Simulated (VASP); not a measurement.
# C (Fd-3m) in VASP: notebook, part 2 of 2

VASP 6.6.1.

## Step 3: Dielectric tensor, r2SCAN

Contents of INCAR:

```
SYSTEM = C
ALGO = Normal
EDIFF = 1E-8
ENCUT = 520
ISIF = 2
ISMEAR = 0
LASPH = .TRUE.
LCALCEPS = .TRUE.
LCHARG = .FALSE.
LMIXTAU = .TRUE.
LREAL = .FALSE.
LWAVE = .FALSE.
METAGGA = R2SCAN
NELM = 60
PREC = Accurate
SIGMA = 0.01
```

Contents of KPOINTS:

```
k-points
0
G
  10 10 10
  0 0 0
```

Contents of POSCAR:

```
C
1.0
    0.0000000000      1.7801241426      1.7801241426
    1.7801241426      0.0000000000      1.7801241426
    1.7801241426      1.7801241426      0.0000000000
C
2
Direct
    0.0000000000      0.0000000000      0.0000000000
    0.2500000000      0.2500000000      0.2500000000
```

Potentials or basis: VASP PAW PBE potentials, release 64 (C).

The run is started by

```
cat potpaw_PBE.64/C/POTCAR > POTCAR
mpirun -np 1 vasp_std > vasp.out
```

OUTCAR:

```text
SYSTEM = C
   EDIFF = 1E-8
   ENCUT = 520
   ISIF = 2
   ISMEAR = 0
   LASPH = .TRUE.
   LREAL = .FALSE.
   METAGGA = R2SCAN
   NELM = 60
   PREC = Accurate

 ion  position               nearest neighbor table
   1  0.000  0.000  0.000-   2 1.54   2 1.54   2 1.54   2 1.54
   2  0.250  0.250  0.250-   1 1.54   1 1.54   1 1.54   1 1.54

  LATTYP: Found a face centered cubic cell.
 ALAT       =     3.5602482852

  Lattice vectors:

 A1 = (   0.0000000000,   1.7801241426,   1.7801241426)
 A2 = (   1.7801241426,   0.0000000000,   1.7801241426)
 A3 = (   1.7801241426,   1.7801241426,   0.0000000000)

Analysis of symmetry for initial positions (statically):
=====================================================================
 Subroutine PRICEL returns:
 Original cell was already a primitive cell.

 Routine SETGRP: Setting up the symmetry group for a
 face centered cubic supercell.

 Subroutine GETGRP returns: Found 48 space group operations
 (whereof 24 operations were pure point group operations)
 out of a pool of 48 trial point group operations.

The static configuration has the point symmetry T_d .
 The point group associated with its full space group is O_h .

Analysis of symmetry for dynamics (positions and initial velocities):
=====================================================================
 Subroutine PRICEL returns:
 Original cell was already a primitive cell.

 Routine SETGRP: Setting up the symmetry group for a
 face centered cubic supercell.

 Subroutine GETGRP returns: Found 48 space group operations
 (whereof 24 operations were pure point group operations)
 out of a pool of 48 trial point group operations.

[... 416 lines left out ...]
      1      -8.1656      2.00000
      2       1.1387      2.00000
      3       3.4406      2.00000
      4       4.0944      2.00000
      5   10000.0000      0.00000
      6   10000.0000      0.00000
      7   10000.0000      0.00000
      8   10000.0000      0.00000

 [... further k-points ...]

------------------------ aborting loop because EDIFF is reached ----------------------------------------

            Ionic dipole moment: p[ion]=(     3.56025     3.56025     3.56025 ) |e| Angst

 Total electronic dipole moment: p[elc]=(     0.00000     0.00000     0.00299 ) |e| Angst

 MACROSCOPIC STATIC DIELECTRIC TENSOR (including local field effects)
 ------------------------------------------------------
           5.793761     0.000000    -0.000000
          -0.000000     5.793761     0.000000
           0.000000    -0.000000     5.793761
 ------------------------------------------------------

 PIEZOELECTRIC TENSOR (including local field effects) (e Angst)
          XX          YY          ZZ          XY          YZ          ZX
  --------------------------------------------------------------------------------
  x     0.00000     0.00000     0.00000    -0.00000    -0.00000    -0.00000
  y    -0.00000     0.00000    -0.00000    -0.00000    -0.00000     0.00000
  z    -0.00000    -0.00000    -0.00000     0.00000     0.00000     0.00000

 PIEZOELECTRIC TENSOR (including local field effects) (C/m^2)
          XX          YY          ZZ          XY          YZ          ZX
  --------------------------------------------------------------------------------
  x     0.00000     0.00000     0.00000    -0.00000    -0.00000    -0.00000
  y    -0.00000     0.00000    -0.00000    -0.00000    -0.00000     0.00000
  z    -0.00000    -0.00000    -0.00000     0.00000     0.00000     0.00000

 BORN EFFECTIVE CHARGES (including local field effects) (in |e|, cummulative output)
 ---------------------------------------------------------------------------------
 ion    1
    1     0.00000    -0.00000     0.00000
    2     0.00000     0.00000     0.00000
    3    -0.00000     0.00000    -0.00000
 ion    2
    1    -0.00000    -0.00000     0.00000
    2     0.00000    -0.00000     0.00000
    3     0.00000    -0.00000     0.00000

  FORCE on cell =-STRESS in cart. coord.  units (eV):
  Direction    XX          YY          ZZ          XY          YZ          ZX
  --------------------------------------------------------------------------------------
  -------------------------------------------------------------------------------------
  Total        0.0798085      0.0798085      0.0798085      0.0000000      0.0000000      0.0000000
  in kB       11.3338880     11.3338880     11.3338880      0.0000000      0.0000000      0.0000000
  external PRESSURE =      11.3338880 kB  Pullay stress =       0.0000000 kB

 VOLUME and BASIS-vectors are now :
 -----------------------------------------------------------------------------
  energy-cutoff  :      520.00
  volume of cell :       11.28
      direct lattice vectors                 reciprocal lattice vectors
     0.000000000  1.780124143  1.780124143    -0.280879287  0.280879287  0.280879287
     1.780124143  0.000000000  1.780124143     0.280879287 -0.280879287  0.280879287
     1.780124143  1.780124143  0.000000000     0.280879287  0.280879287 -0.280879287

 POSITION                                       TOTAL-FORCE (eV/Angst)
 -----------------------------------------------------------------------------------
      0.00000      0.00000      0.00000        -0.000000      0.000000     -0.000000
      0.89006      0.89006      0.89006         0.000000     -0.000000      0.000000
 -----------------------------------------------------------------------------------
    total drift:                                0.000000      0.000000      0.000000

  FREE ENERGIE OF THE ION-ELECTRON SYSTEM (eV)
  ---------------------------------------------------
  free  energy   TOTEN  =       -19.6571248844 eV

  energy  without entropy=      -19.6571248844  energy(sigma->0) =      -19.65712488
```

It took 19 min on 1 thread of Intel Xeon Platinum 8124M at 3.00GHz (Skylake/Cascade Lake), shared host; peak memory 0.23 GiB.

What came out:

```
Band gap on the k mesh                  : 4.38 eV (least direct gap 5.85 eV)
Electronic dielectric tensor (diagonal) : 5.79
Born charges (mean of the diagonal)     : C +0.00 e
```

Levels at points of the mesh, in eV from the valence-band top:
| k point | band 1 | band 2 | band 3 | band 4 | band 5 | band 6 | band 7 | band 8 |
| --- | --- | --- | --- | --- | --- | --- | --- | --- |
| (0.00, 0.00, 0.00) | -22.77 | 0.00 | 0.00 | 0.00 | 5.85 | 5.85 | 5.85 | 13.95 |
| (0.50, 0.00, 0.00) | -16.79 | -14.11 | -2.99 | -2.99 | 8.90 | 8.90 | 9.20 | 16.75 |
| (0.50, 0.50, 0.00) | -13.63 | -13.63 | -6.69 | -6.69 | 5.01 | 5.01 | 17.96 | 17.96 |

Electronic dielectric tensor:
```
5.79 0.00 0.00
0.00 5.79 0.00
0.00 0.00 5.79
```

Born effective charge tensors (e):
atom 1, C
```
0.00 0.00 0.00
0.00 0.00 0.00
0.00 0.00 0.00
```
atom 2, C
```
0.00 0.00 0.00
0.00 0.00 0.00
0.00 0.00 0.00
```

Dipole moments of the cell (e·Å, modulo the quantum): ionic 3.560, 3.560, 3.560; electronic 0.000, 0.000, 0.003

Caveat: the PAW data sets were made with another functional, which shifts forces and pressure a little. A k mesh can miss the band edges.
